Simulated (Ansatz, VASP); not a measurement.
# CaSe: VASP beside Ansatz

```xyz
2
Lattice="0.0000 2.9560 2.9560 2.9560 0.0000 2.9560 2.9560 2.9560 0.0000" Properties=species:S:1:pos:R:3 pbc="T T T"
Se    2.9560    2.9560    2.9560
Ca    0.0000    0.0000    0.0000
```

Alike in both runs: task single point; functional PBE; k mesh 8 × 8 × 8; occupations gaussian, width 0.1 eV; no spin polarisation.

|  | VASP | Ansatz |
| --- | --- | --- |
| version | VASP 6.6.1 | Ansatz 0.2.0 |
| potentials or method | VASP PAW PBE potentials, release 64 (Se, Ca_sv), cutoff 520 eV | all-electron LAPW, scalar-relativistic |

```tsv
	VASP	Ansatz	Ansatz less VASP
gap on the k mesh at the Fermi level (eV)	2.02	2.03	+0.009
least direct gap on the mesh (eV)	2.96	2.96	+0.008
pressure (GPa)	1.3	1.2	-0.18
```

Ansatz ran all-electron here, and VASP with PAW potentials.
